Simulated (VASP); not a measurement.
# ReSe (P6_3/mmc) in VASP: settings compared

The runs below take ReSe through single point, with PBEsol, PBEsol+D3(BJ).

Everything below comes from runs of VASP 6.6.1. Logs are shortened: lines on timing, memory, paths and dates and some standing lists are left out, and cuts for length are marked.

**1. The cell of the first run**

Symmetry: P6_3/mmc, No. 194, hexagonal system. Conventional cell: a = 3.886 Å, b = 3.886 Å, c = 5.025 Å, α = 90.00°, β = 90.00°, γ = 120.00°. Re (site symmetry -3m) has 2 Re at 2.51 Å and 6 Se at 2.57 Å within 3.3 Å. Within 3.4 Å of Se (site symmetry -6m2) lie 6 Re at 2.57 Å and 6 Se at 3.37 Å.

**2. Single point, PBEsol, collinear spin, ferromagnetic start (volume scaled by 0.960)**

INCAR

```
SYSTEM = ReSe
  PREC = Accurate
  ENCUT = 520
  EDIFF = 1E-7
  ISMEAR = 0
  SIGMA = 0.05
  LREAL = .FALSE.
  LASPH = .TRUE.
  NELM = 150
  ALGO = Normal
  ISIF = 2
  LWAVE = .FALSE.
  LCHARG = .FALSE.
  ISPIN = 2
  MAGMOM = 0.05 0.05 0 0
  LORBIT = 11
  LMAXMIX = 4
  GGA = PS
  NBANDS = 25
```

KPOINTS

```
regular mesh
0
G
  10 10 6
  0 0 0
```

POSCAR

```
ReSe
1.0
    3.8861528881      0.0000000000      0.0000000000
   -1.9430764440      3.3655071241      0.0000000000
    0.0000000000      0.0000000000      5.0252708491
Re Se
2 2
Direct
    0.0000000000      0.0000000000      0.0000000000
    0.0000000000      0.0000000000      0.5000000000
    0.3333333333      0.6666666667      0.2500000000
    0.6666666667      0.3333333333      0.7500000000
```

Potentials or basis: VASP PAW PBE potentials, release 64 (Re, Se).

The run is started by

```sh
cat potpaw_PBE.64/Re/POTCAR potpaw_PBE.64/Se/POTCAR > POTCAR
mpirun -np 1 vasp_std > vasp.out
```

OUTCAR:

```text
SYSTEM = ReSe
   PREC = Accurate
   ENCUT = 520
   EDIFF = 1E-7
   ISMEAR = 0
   LREAL = .FALSE.
   LASPH = .TRUE.
   NELM = 150
   ISIF = 2
   ISPIN = 2
   LORBIT = 11
   GGA = PS

 ion  position               nearest neighbor table
   1  0.000  0.000  0.000-   2 2.51   2 2.51   4 2.57   3 2.57   3 2.57   4 2.57   4 2.57   3 2.57

   2  0.000  0.000  0.500-   1 2.51   1 2.51   4 2.57   3 2.57   3 2.57   4 2.57   4 2.57   3 2.57

   3  0.333  0.667  0.250-   1 2.57   2 2.57   1 2.57   2 2.57   1 2.57   2 2.57
   4  0.667  0.333  0.750-   1 2.57   2 2.57   1 2.57   2 2.57   1 2.57   2 2.57

  LATTYP: Found a hexagonal cell.
 ALAT       =     3.8861528881
 C/A-ratio  =     1.2931222713

  Lattice vectors:

 A1 = (   3.8861528881,   0.0000000000,   0.0000000000)
 A2 = (  -1.9430764440,   3.3655071241,   0.0000000000)
 A3 = (   0.0000000000,   0.0000000000,   5.0252708491)

Analysis of symmetry for initial positions (statically):
=====================================================================
 Subroutine PRICEL returns:
 Original cell was already a primitive cell.

 Routine SETGRP: Setting up the symmetry group for a
 hexagonal supercell.

 Subroutine GETGRP returns: Found 24 space group operations
 (whereof 12 operations were pure point group operations)
 out of a pool of 24 trial point group operations.

The static configuration has the point symmetry D_3d.
 The point group associated with its full space group is D_6h.

Analysis of symmetry for dynamics (positions and initial velocities):
=====================================================================
 Subroutine PRICEL returns:
 Original cell was already a primitive cell.

 Routine SETGRP: Setting up the symmetry group for a
 hexagonal supercell.

 Subroutine GETGRP returns: Found 24 space group operations
 (whereof 12 operations were pure point group operations)
 out of a pool of 24 trial point group operations.

The dynamic configuration has the point symmetry D_3d.
 The point group associated with its full space group is D_6h.

Analysis of structural, dynamic, and magnetic symmetry:
=====================================================================
 Subroutine PRICEL returns:
 Original cell was already a primitive cell.

 Routine SETGRP: Setting up the symmetry group for a
 hexagonal supercell.

 Subroutine GETGRP returns: Found 24 space group operations
 (whereof 12 operations were pure point group operations)
 out of a pool of 24 trial point group operations.

The overall configuration has the point symmetry D_3d.
 The point group associated with its full space group is D_6h.

 Subroutine INISYM returns: Found 24 space group operations
 (whereof 12 operations are pure point group operations),
 and found     1 'primitive' translations

----------------------------------------------------------------------------------------

                                     Primitive cell

  volume of cell :      65.7249

  direct lattice vectors                    reciprocal lattice vectors
     3.886152888  0.000000000  0.000000000     0.257323896  0.148566020  0.000000000
    -1.943076444  3.365507124  0.000000000     0.000000000  0.297132041  0.000000000
     0.000000000  0.000000000  5.025270849     0.000000000  0.000000000  0.198994249

  length of vectors
     3.886152888  3.886152888  5.025270849     0.297132041  0.297132041  0.198994249

  position of ions in fractional coordinates (direct lattice)
     0.000000000  0.000000000  0.000000000
     0.000000000  0.000000000  0.500000000
     0.333333333  0.666666667  0.250000000
     0.666666667  0.333333333  0.750000000

  ion indices of the primitive-cell ions
   primitive index   ion index
                 1           1
                 2           2
                 3           3
                 4           4

----------------------------------------------------------------------------------------

 KPOINTS: regular mesh

Automatic generation of k-mesh.
 Grid dimensions read from file:
 generate k-points for:   10   10    6

 Generating k-lattice:

[... 56 lines left out ...]
  band No.  band energies     occupation
      1      -7.2289      1.00000
      2      -6.9525      1.00000
      3      -0.7626      1.00000
      4       0.8851      1.00000
      5       1.5495      1.00000
      6       1.9806      1.00000
[... 17 lines left out ...]
     24      18.0226      0.00000
     25      18.5333      0.00000

 [... further k-points ...]

 spin component 2

 k-point     1 :       0.0000    0.0000    0.0000
  band No.  band energies     occupation
      1      -8.8581      1.00000
      2      -6.0100      1.00000
      3      -0.3352      1.00000
      4       0.6281      1.00000
      5       0.6281      1.00000
      6       2.2494      1.00000
[... 17 lines left out ...]
     24      18.8065      0.00000
     25      19.2351      0.00000

 k-point     2 :       0.1000    0.0000    0.0000
  band No.  band energies     occupation
      1      -8.7460      1.00000
      2      -6.1055      1.00000
      3      -0.1752      1.00000
      4       0.6812      1.00000
      5       0.8207      1.00000
      6       2.1129      1.00000
[... 17 lines left out ...]
     24      17.9903      0.00000
     25      18.6470      0.00000

 k-point     3 :       0.2000    0.0000    0.0000
  band No.  band energies     occupation
      1      -8.4284      1.00000
      2      -6.3394      1.00000
      3       0.2865      1.00000
      4       0.8119      1.00000
      5       1.2551      1.00000
      6       1.4924      1.00000
[... 552 lines left out ...]
 k-point    23 :       0.3000    0.1000    0.1667
  band No.  band energies     occupation
      1      -7.5947      1.00000
      2      -6.8008      1.00000
      3      -0.1592      1.00000
      4       0.8129      1.00000
      5       1.1619      1.00000
      6       2.1721      1.00000
[... 17 lines left out ...]
     24      17.4960      0.00000
     25      18.7761      0.00000

 k-point    24 :       0.4000    0.1000    0.1667
  band No.  band energies     occupation
      1      -7.2289      1.00000
      2      -6.9525      1.00000
      3      -0.7626      1.00000
      4       0.8851      1.00000
      5       1.5495      1.00000
      6       1.9806      1.00000
[... 17 lines left out ...]
     24      18.0226      0.00000
     25      18.5334      0.00000

 [... further k-points ...]
[... 5 lines left out ...]
  --------------------------------------------------------------------------------------
  -------------------------------------------------------------------------------------
  Total        3.9223972      3.9223972      3.7168156      0.0000000      0.0000000      0.0000000
  in kB       95.6163774     95.6163774     90.6049085      0.0000000      0.0000000      0.0000000
  external PRESSURE =      93.9458877 kB  Pullay stress =       0.0000000 kB

 VOLUME and BASIS-vectors are now :
 -----------------------------------------------------------------------------
  energy-cutoff  :      520.00
  volume of cell :       65.72
      direct lattice vectors                 reciprocal lattice vectors
     3.886152888  0.000000000  0.000000000     0.257323896  0.148566020  0.000000000
    -1.943076444  3.365507124  0.000000000     0.000000000  0.297132041  0.000000000
     0.000000000  0.000000000  5.025270849     0.000000000  0.000000000  0.198994249

 POSITION                                       TOTAL-FORCE (eV/Angst)
 -----------------------------------------------------------------------------------
      0.00000      0.00000      0.00000         0.000000      0.000000      0.000000
      0.00000      0.00000      2.51264         0.000000      0.000000      0.000000
     -0.00000      2.24367      1.25632         0.000000      0.000000      0.000000
      1.94308      1.12184      3.76895        -0.000000      0.000000     -0.000000
 -----------------------------------------------------------------------------------
    total drift:                               -0.000000      0.000000     -0.000000

  FREE ENERGIE OF THE ION-ELECTRON SYSTEM (eV)
  ---------------------------------------------------
  free  energy   TOTEN  =       -32.1033702853 eV

  energy  without entropy=      -32.1012347703  energy(sigma->0) =      -32.10230253

 total charge

# of ion       s       p       d       tot
------------------------------------------
    1        0.553   0.518   5.158   6.229
    2        0.553   0.518   5.158   6.229
    3        1.424   2.330   0.160   3.913
    4        1.424   2.330   0.160   3.913
--------------------------------------------------
tot          3.955   5.695  10.635  20.285

 magnetization (x)

# of ion       s       p       d       tot
------------------------------------------
    1        0.000  -0.000   0.000   0.000
    2        0.000  -0.000   0.000   0.000
    3       -0.000   0.000   0.000   0.000
    4       -0.000   0.000   0.000   0.000
--------------------------------------------------
tot          0.000   0.000   0.000   0.000
```

Wall time 4.3 min (1 thread of Intel Xeon 6975P-C, shared host); peak memory 0.3 GiB.

What came out:

* Free energy: -32.1034 eV
* Pressure: 9.4 GPa
* Band gap on the k mesh: zero (filled and empty bands overlap)
* Net moment: 0.00 μB per cell
* Valence electrons inside the program's atomic spheres: Re 6.23; Se 3.91

Levels at points of the mesh, in eV from the Fermi level:
Spin up:
```csv
k point,band 10,band 11,band 12,band 13,band 14,band 15,band 16,band 17
"(0.00, 0.00, 0.00)",-2.98,-2.04,-2.04,-1.32,1.50,1.54,1.54,2.31
"(0.50, 0.00, 0.00)",-2.65,-1.82,-0.53,-0.32,0.34,0.91,1.48,3.71
"(0.00, 0.00, 0.50)",-2.33,-2.33,-2.33,-1.90,-1.90,2.67,2.67,2.67
"(0.50, 0.00, 0.50)",-2.27,-1.24,-1.24,-1.00,-1.00,1.10,1.10,2.38
```
Spin down:
| k point | band 11 | band 12 | band 13 | band 14 | band 15 | band 16 |
| --- | --- | --- | --- | --- | --- | --- |
| (0.00, 0.00, 0.00) | -2.04 | -2.04 | -1.32 | 1.50 | 1.54 | 1.54 |
| (0.50, 0.00, 0.00) | -1.82 | -0.53 | -0.32 | 0.34 | 0.91 | 1.48 |
| (0.00, 0.00, 0.50) | -2.33 | -2.33 | -1.90 | -1.90 | 2.67 | 2.67 |
| (0.50, 0.00, 0.50) | -1.24 | -1.24 | -1.00 | -1.00 | 1.10 | 1.10 |

Caveat: the cell differs from its parent crystal (volume scaled by 0.960); the PAW data sets were made with another functional, which shifts forces and pressure a little; spin-orbit coupling is left out, which moves the levels of the heavy elements.

**3. Single point, PBEsol, collinear spin, ferromagnetic start (volume scaled by 0.980)**

INCAR

```
SYSTEM = ReSe
PREC = Accurate ; ENCUT = 520
EDIFF = 1E-6 ; ISMEAR = 0
SIGMA = 0.05 ; LREAL = .False.
LASPH = .True. ; NELM = 150
ALGO = Normal ; ISIF = 2
LWAVE = .False. ; LCHARG = .False.
ISPIN = 2 ; MAGMOM = 0.05 0.05 0 0
LORBIT = 11 ; LMAXMIX = 4
GGA = PS ; NBANDS = 25
```

KPOINTS

```
Automatic mesh
0
Gamma
  10 10 6
  0 0 0
```

POSCAR

```
ReSe
1.0
    3.9196373337      0.0000000000      0.0000000000
   -1.9598186669      3.3945055046      0.0000000000
    0.0000000000      0.0000000000      5.0426904636
Re Se
2 2
Direct
    0.0000000000      0.0000000000      0.0000000000
    0.0000000000      0.0000000000      0.5000000000
    0.3333333333      0.6666666667      0.2500000000
    0.6666666667      0.3333333333      0.7500000000
```

Potentials or basis: VASP PAW PBE potentials, release 64 (Re, Se).

The run is started by

```sh
cat potpaw_PBE.64/Re/POTCAR potpaw_PBE.64/Se/POTCAR > POTCAR
mpirun -np 1 vasp_std > vasp.out
```

Run time: 3.8 min. Hardware: 1 thread of Intel Xeon 6975P-C, shared host; peak memory 0.3 GiB.

It converged, with:

```
Free energy                                           : -32.1648 eV
Pressure                                              : 4.8 GPa
Band gap on the k mesh                                : zero (filled and empty bands overlap)
Net moment                                            : 0.00 μB per cell
Valence electrons inside the program's atomic spheres : Re 6.17; Se 3.89
```

Stress tensor (GPa, compression positive):
```
4.99 0.00 0.00
0.00 4.99 0.00
0.00 0.00 4.50
```

Levels at points of the mesh, in eV from the Fermi level:
Spin up:
```
           k point  band 10  band 11  band 12  band 13  band 14  band 15  band 16  band 17
(0.00, 0.00, 0.00)    -2.94    -1.94    -1.94    -1.28     1.55     1.56     1.56     2.15
(0.50, 0.00, 0.00)    -2.60    -1.78    -0.49    -0.29     0.26     0.96     1.50     3.60
(0.00, 0.00, 0.50)    -2.24    -2.24    -2.24    -1.88    -1.88     2.62     2.62     2.62
(0.50, 0.00, 0.50)    -2.18    -1.21    -1.21    -0.96    -0.96     1.09     1.09     2.27
```
Spin down:
| k point | band 10 | band 11 | band 12 | band 13 | band 14 | band 15 | band 16 | band 17 |
| --- | --- | --- | --- | --- | --- | --- | --- | --- |
| (0.00, 0.00, 0.00) | -2.94 | -1.94 | -1.94 | -1.28 | 1.55 | 1.56 | 1.56 | 2.15 |
| (0.50, 0.00, 0.00) | -2.60 | -1.78 | -0.49 | -0.29 | 0.26 | 0.96 | 1.50 | 3.60 |
| (0.00, 0.00, 0.50) | -2.24 | -2.24 | -2.24 | -1.88 | -1.88 | 2.62 | 2.62 | 2.62 |
| (0.50, 0.00, 0.50) | -2.18 | -1.21 | -1.21 | -0.96 | -0.96 | 1.09 | 1.09 | 2.27 |

Caveat: the cell differs from its parent crystal (volume scaled by 0.980); the PAW data sets were made with another functional, which shifts forces and pressure a little; spin-orbit coupling is left out, which moves the levels of the heavy elements.

**4. Single point, PBEsol, collinear spin, ferromagnetic start**

This run uses another cell than the first one, of 17.12 Å³/atom, 1.042 times its volume.

INCAR

```
SYSTEM = ReSe
ALGO = Normal
EDIFF = 1E-6
ENCUT = 520
GGA = PS
ISIF = 2
ISMEAR = 0
ISPIN = 2
LASPH = .True.
LCHARG = .False.
LMAXMIX = 4
LORBIT = 11
LREAL = .False.
LWAVE = .False.
MAGMOM = 0.05 0.05 0 0
NBANDS = 25
NELM = 150
PREC = Accurate
SIGMA = 0.05
```

KPOINTS

```
k-points
0
Gamma
  10 10 6
  0 0 0
```

POSCAR

```
ReSe
1.0
    3.9528637885      0.0000000000      0.0000000000
   -1.9764318943      3.4232804585      0.0000000000
    0.0000000000      0.0000000000      5.0594616400
Re Se
2 2
Direct
    0.0000000000      0.0000000000      0.0000000000
    0.0000000000      0.0000000000      0.5000000000
    0.3333333333      0.6666666667      0.2500000000
    0.6666666667      0.3333333333      0.7500000000
```

The run is started by

```sh
cat potpaw_PBE.64/Re/POTCAR potpaw_PBE.64/Se/POTCAR > POTCAR
mpirun -np 1 vasp_std > vasp.out
```

Wall time 3.5 min (1 thread of Intel Xeon 6975P-C, shared host); peak memory 0.31 GiB.

It converged, with:

- Free energy: -32.1894 eV
- Pressure: 0.8 GPa
- Band gap on the k mesh: zero (filled and empty bands overlap)
- Net moment: 0.00 μB per cell
- Valence electrons inside the program's atomic spheres: Re 6.11; Se 3.87

Stress tensor (GPa, compression positive):
```
0.92 0.00 0.00
0.00 0.92 0.00
0.00 0.00 0.44
```

Levels at points of the mesh, in eV from the Fermi level:
Spin up:
```csv
k point,band 9,band 10,band 11,band 12,band 13,band 14,band 15,band 16,band 17,band 18
"(0.00, 0.00, 0.00)",-2.90,-2.90,-1.84,-1.84,-1.25,1.58,1.58,1.60,1.99,4.65
"(0.50, 0.00, 0.00)",-4.98,-2.56,-1.73,-0.45,-0.27,0.18,1.00,1.52,3.49,3.93
"(0.00, 0.00, 0.50)",-2.15,-2.15,-2.15,-2.15,-1.86,-1.86,2.57,2.57,2.57,2.57
"(0.50, 0.00, 0.50)",-2.10,-2.10,-1.17,-1.17,-0.92,-0.92,1.08,1.08,2.16,2.16
```
Spin down:
```csv
k point,band 9,band 10,band 11,band 12,band 13,band 14,band 15,band 16,band 17,band 18
"(0.00, 0.00, 0.00)",-2.90,-2.90,-1.84,-1.84,-1.25,1.58,1.58,1.60,1.99,4.65
"(0.50, 0.00, 0.00)",-4.98,-2.56,-1.73,-0.45,-0.27,0.18,1.00,1.52,3.49,3.93
"(0.00, 0.00, 0.50)",-2.15,-2.15,-2.15,-2.15,-1.86,-1.86,2.57,2.57,2.57,2.57
"(0.50, 0.00, 0.50)",-2.10,-2.10,-1.17,-1.17,-0.92,-0.92,1.08,1.08,2.16,2.16
```

Caveat: the PAW data sets were made with another functional, which shifts forces and pressure a little; spin-orbit coupling is left out, which moves the levels of the heavy elements.

**5. Single point, PBEsol+D3(BJ), collinear spin, ferromagnetic start**

This run uses another cell than the first one, of 17.12 Å³/atom, 1.042 times its volume.

INCAR

```
SYSTEM = ReSe
PREC = Accurate
ENCUT = 520
EDIFF = 1E-6
ISMEAR = 0
SIGMA = 0.05
LREAL = .FALSE.
LASPH = .TRUE.
NELM = 150
ALGO = Normal
ISIF = 2
LWAVE = .FALSE.
LCHARG = .FALSE.
ISPIN = 2
MAGMOM = 2 2 0 0
LORBIT = 11
LMAXMIX = 4
GGA = PS
IVDW = 12
NBANDS = 25
```

KPOINTS

```
regular mesh
0
G
  10 10 6
  0 0 0
```

POSCAR is that of step 4.

The run is started by

```sh
cat potpaw_PBE.64/Re/POTCAR potpaw_PBE.64/Se/POTCAR > POTCAR
mpirun -np 1 vasp_std > vasp.out
```

It took 3.5 min on 1 thread of Intel Xeon 6975P-C, shared host; peak memory 0.32 GiB.

It converged, with:

| Property | Result |
| --- | --- |
| Free energy | -34.2483 eV |
| Pressure | -4.1 GPa |
| Band gap on the k mesh | zero (filled and empty bands overlap) |
| Net moment | 0.00 μB per cell |
| Valence electrons inside the program's atomic spheres | Re 6.11; Se 3.87 |
| Dispersion energy per atom | -0.515 eV |

Stress tensor (GPa, compression positive):
```
-3.95  0.00  0.00
 0.00 -3.95  0.00
 0.00  0.00 -4.39
```

Levels at points of the mesh, in eV from the Fermi level:
Spin up:
```tsv
k point	band 11	band 12	band 13	band 14	band 15	band 16
(0.00, 0.00, 0.00)	-1.84	-1.84	-1.25	1.58	1.58	1.60
(0.50, 0.00, 0.00)	-1.73	-0.45	-0.27	0.18	1.00	1.52
(0.00, 0.00, 0.50)	-2.15	-2.15	-1.86	-1.86	2.57	2.57
(0.50, 0.00, 0.50)	-1.17	-1.17	-0.92	-0.92	1.08	1.08
```
Spin down:
| k point | band 11 | band 12 | band 13 | band 14 | band 15 | band 16 |
| --- | --- | --- | --- | --- | --- | --- |
| (0.00, 0.00, 0.00) | -1.84 | -1.84 | -1.25 | 1.58 | 1.58 | 1.60 |
| (0.50, 0.00, 0.00) | -1.73 | -0.45 | -0.27 | 0.18 | 1.00 | 1.52 |
| (0.00, 0.00, 0.50) | -2.15 | -2.15 | -1.86 | -1.86 | 2.57 | 2.57 |
| (0.50, 0.00, 0.50) | -1.17 | -1.17 | -0.92 | -0.92 | 1.08 | 1.08 |

Caveat: the PAW data sets were made with another functional, which shifts forces and pressure a little; spin-orbit coupling is left out, which moves the levels of the heavy elements; pairwise dispersion overbinds metals, which lowers pressure and volume.

**6. The runs side by side**

| level | cell | gap on the mesh (eV) | pressure (GPa) | moment (μB) |
| --- | --- | --- | --- | --- |
| PBEsol | a = 3.886, b = 3.886, c = 5.025 Å, angles 90.0, 90.0, 120.0°, 4 atoms | none | 9.4 | 0.00 |
| PBEsol | a = 3.920, b = 3.920, c = 5.043 Å, angles 90.0, 90.0, 120.0°, 4 atoms | none | 4.8 | 0.00 |
| PBEsol | a = 3.953, b = 3.953, c = 5.059 Å, angles 90.0, 90.0, 120.0°, 4 atoms | none | 0.8 | 0.00 |
| PBEsol+D3(BJ) | a = 3.953, b = 3.953, c = 5.059 Å, angles 90.0, 90.0, 120.0°, 4 atoms | none | -4.1 | 0.00 |

Alike in all rows: task single point; potentials or basis VASP PAW PBE potentials, release 64 (Re, Se); spin collinear, ferromagnetic start; k mesh 10 × 10 × 6; cutoff (eV) 520; smearing gaussian 0.05 eV.

Caveats: the PAW data sets were made with another functional, which shifts forces and pressure a little; spin-orbit coupling is left out, which moves the levels of the heavy elements; pairwise dispersion overbinds metals, which lowers pressure and volume (some runs).

Absolute energies hang on the potentials; compare differences alone.
